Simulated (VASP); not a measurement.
A run of VASP 6.6.1:

INCAR

```
SYSTEM = Mg3Sb2
ALGO = Normal ; EDIFF = 1E-6
ENCUT = 600 ; GGA = PE
GGA_COMPAT = .FALSE. ; ISIF = 2
ISMEAR = 0 ; LASPH = .TRUE.
LCHARG = .TRUE. ; LELF = .TRUE.
LREAL = .FALSE. ; LVHAR = .TRUE.
LWAVE = .FALSE. ; NBANDS = 16
NELM = 120 ; PREC = Accurate
SIGMA = 0.01
```

The input KPOINTS:

```
k-points
0
G
  12 12 6
  0 0 0
```

Contents of POSCAR:

```
Mg3Sb2
1.0
    4.5938670597      0.0000000000      0.0000000000
   -2.2969335298      3.9784055753      0.0000000000
    0.0000000000      0.0000000000      7.2742754274
Mg Sb
3 2
Direct
    0.3333333333      0.6666666667      0.6319625079
    0.6666666667      0.3333333333      0.3680374921
    0.0000000000      0.0000000000      0.0000000000
    0.3333333333      0.6666666667      0.2256274200
    0.6666666667      0.3333333333      0.7743725800
```

Potentials or basis: VASP PAW PBE potentials, release 64 (Mg, Sb).

Launch:

```sh
$ cat potpaw_PBE.64/Mg/POTCAR potpaw_PBE.64/Sb/POTCAR > POTCAR
$ mpirun -np 1 vasp_std > vasp.out
```

Hardware: 1 thread of Intel(R) Xeon(R) 6975P-C (Granite Rapids), on a shared host.

Q: Estimate the wall time of this run.

A: Wall time 2.2 min on 1 thread of Intel(R) Xeon(R) 6975P-C (Granite Rapids) (shared host), peak memory 0.47 GiB. Counts: scf iterations 12, k points 100.
